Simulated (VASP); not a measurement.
**SnO: single point with PBE**

Crystal: SnO.

```
Sn O
1.0
     3.92619    0.00000    0.00000
     0.00000    3.92619    0.00000
     0.00000    0.00000    4.99127
Sn O
2 2
Cartesian
  0.0000 1.9631 1.1417
  1.9631 0.0000 3.8496
  0.0000 0.0000 0.0000
  1.9631 1.9631 0.0000
```

This cell differs from its parent crystal: strain +0.015 along x and y, -0.015 along z.

```json
{
  "Program": "VASP 6.6.1",
  "Task": "single point",
  "Functional": "PBE",
  "Potentials or basis": "VASP PAW PBE potentials, release 64 (Sn_d, O)",
  "Cutoff": "520 eV",
  "k mesh": "10 × 10 × 8",
  "Occupations": "gaussian, width 0.05 eV",
  "Spin": "no spin polarisation"
}
```

```json
{
 "Pressure": "-1.4 GPa",
 "Largest force": "0.019 eV/Å",
 "Band gap on the k mesh": "0.64 eV, indirect (least direct gap 1.90 eV)"
}
```

Forces on the atoms (eV/Å):
```
Sn   0.000  0.000  0.019
Sn   0.000  0.000 -0.019
O    0.000  0.000  0.000
O    0.000  0.000  0.000
```

Stress tensor (GPa, compression positive):
```
-2.08  0.00  0.00
 0.00 -2.08  0.00
 0.00  0.00  0.06
```

Levels at points of the mesh, in eV from the valence-band top:
| k point | band 17 | band 18 | band 19 | band 20 | band 21 | band 22 | band 23 | band 24 |
| --- | --- | --- | --- | --- | --- | --- | --- | --- |
| (0.00, 0.00, 0.00) | -2.94 | -2.78 | -2.78 | -0.02 | 1.89 | 4.23 | 4.93 | 4.93 |
| (0.50, 0.00, 0.00) | -4.30 | -4.30 | -2.12 | -2.12 | 3.18 | 3.18 | 5.66 | 5.66 |
| (0.50, 0.50, 0.00) | -2.14 | -2.14 | -1.58 | -1.58 | 0.64 | 0.64 | 4.77 | 4.77 |
| (0.00, 0.00, 0.50) | -3.00 | -2.79 | -2.79 | -1.62 | 1.62 | 3.34 | 3.34 | 3.65 |
| (0.50, 0.00, 0.50) | -4.27 | -4.27 | -1.34 | -1.34 | 2.63 | 2.63 | 5.52 | 5.52 |
| (0.50, 0.50, 0.50) | -2.23 | -2.23 | -2.14 | -2.14 | 2.79 | 2.79 | 3.92 | 3.92 |

Wall time 2.4 min on 1 thread of Intel(R) Xeon(R) Platinum 8488C (Sapphire Rapids) (shared host), peak memory 0.31 GiB.

Caveat: the cell differs from its parent crystal (strain +0.015 along x and y, -0.015 along z); spin-orbit coupling is left out, which moves the levels of the heavy elements. A k mesh can miss the band edges.
